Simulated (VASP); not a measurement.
A run of VASP 6.6.1 is set up as follows.

The input INCAR:

```
  ALGO = Fast
  EDIFF = 1E-6
  EDIFFG = -0.04
  ENCUT = 600
  GGA = PE
  IBRION = 2
  ISIF = 3
  ISMEAR = 0
  LASPH = T
  LCHARG = F
  LREAL = F
  LWAVE = F
  NELM = 100
  NSW = 90
  PREC = Accurate
  SIGMA = 0.1
```

Contents of KPOINTS:

```
k-points
0
Gamma
  6 6 6
```

File POSCAR:

```
Sc2Pb
1.0
    5.0320396525      0.0000000000      0.0000000000
   -2.5160198263      4.3578741719      0.0000000000
    0.0000000000      0.0000000000      3.2751042116
Sc Pb
2 1
Direct
    0.3333333333      0.6666666667      0.5000000000
    0.6666666667      0.3333333333      0.5000000000
    0.0000000000      0.0000000000      0.0000000000
```

Potentials or basis: VASP PAW PBE potentials, release 64 (Sc_sv, Pb_d).

Run with:

```bash
$ cat potpaw_PBE.64/Sc_sv/POTCAR potpaw_PBE.64/Pb_d/POTCAR > POTCAR
$ mpirun -np 1 vasp_std > vasp.out
```

(1) Predict the space group after relaxing (to 0.05 Å).

(2) Estimate the relaxed cell.

(3) Predict the relaxed volume.

Results:

(1) P6/mmm (No. 191).

(2) a = 5.124 Å, b = 5.124 Å, c = 3.185 Å, α = 90.00°, β = 90.00°, γ = 120.00°.

(3) 24.14 Å³/atom.
